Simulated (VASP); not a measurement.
**O: single point with PBE**

The system is O.

```
O
1.0
     2.55566   -1.48999    0.00000
     2.55566    1.48999    0.00000
    -2.14614    0.00000    3.26878
O
2
Cartesian
  -0.2038 0.0000 0.5085
  3.1690 0.0000 2.7602
```

```yaml
Program: VASP 6.6.1
Task: single point
Functional: PBE
Potentials_or_basis: VASP PAW PBE potentials, release 64 (O)
Cutoff: 520 eV
k_mesh: 10 × 10 × 8
Occupations: fermi-dirac, width 0.05 eV
Spin: collinear spin, ferromagnetic start
Starting_moments: "[1.0, 1.0] μB"
```

The pressure is 45.3 GPa, the largest force is 16.658 eV/Å and the band gap on the k mesh is 0.40 eV (least direct gap 0.83 eV). The net moment is 2.00 μB per cell, the site moments are O +0.78 μB and the valence electrons inside the program's atomic spheres are O 5.15.

Forces on the atoms (eV/Å):
```
O    -6.239   0.000  15.445
O     6.239   0.000 -15.445
```

Stress tensor (GPa, compression positive):
```
 22.64   0.00 -40.41
  0.00   6.50   0.00
-40.41   0.00 106.86
```

Levels at points of the mesh, in eV from the valence-band top:
Spin up:
```csv
k point,band 5,band 6,band 7,band 8,band 9,band 10
"(0.00, 0.00, 0.00)",-8.93,-0.84,-0.31,7.40,14.57,15.42
"(0.50, 0.00, 0.00)",-8.95,-1.15,-0.44,10.48,12.01,14.80
"(0.50, 0.50, 0.00)",-8.52,-0.73,0.00,10.51,12.18,12.38
"(0.00, 0.00, 0.50)",-8.29,-0.43,-0.09,8.35,8.56,15.48
"(0.50, 0.00, 0.50)",-8.27,-1.69,-0.43,10.56,11.14,14.36
"(0.50, 0.50, 0.50)",-8.69,-1.20,-0.55,9.42,11.32,14.25
```
Spin down:
```csv
k point,band 1,band 2,band 3,band 4,band 5,band 6,band 7,band 8,band 9,band 10
"(0.00, 0.00, 0.00)",-29.85,-12.32,-9.09,-7.00,-6.96,1.50,2.15,8.03,15.42,15.75
"(0.50, 0.00, 0.00)",-29.63,-12.39,-9.03,-7.98,-7.25,1.14,1.97,11.32,12.59,15.72
"(0.50, 0.50, 0.00)",-29.59,-12.86,-8.86,-7.60,-7.51,1.54,2.51,10.96,12.79,13.34
"(0.00, 0.00, 0.50)",-29.79,-13.56,-7.26,-7.14,-7.12,1.94,2.40,9.12,9.24,16.41
"(0.50, 0.00, 0.50)",-29.62,-12.87,-8.61,-7.48,-7.22,0.40,1.98,11.47,11.83,15.33
"(0.50, 0.50, 0.50)",-29.62,-12.73,-8.53,-7.67,-7.39,1.01,1.85,10.22,11.92,15.11
```

Wall time 4.5 min on 1 thread of Intel Xeon 8259CL, with other jobs on the host, peak memory 0.24 GiB.

Caveat: the standard files for N, O and F lose accuracy on very short bonds; the stress differs along the axes, from 7 to 107 GPa; semilocal functionals underestimate gaps, and a narrow one can read as zero; this functional lacks dispersion, which holds the molecules together, so the pressure and a relaxed volume are unreliable; forces of over 1 eV/Å act on the atoms, so gaps and moduli don't describe the material at rest. A k mesh can miss the band edges.
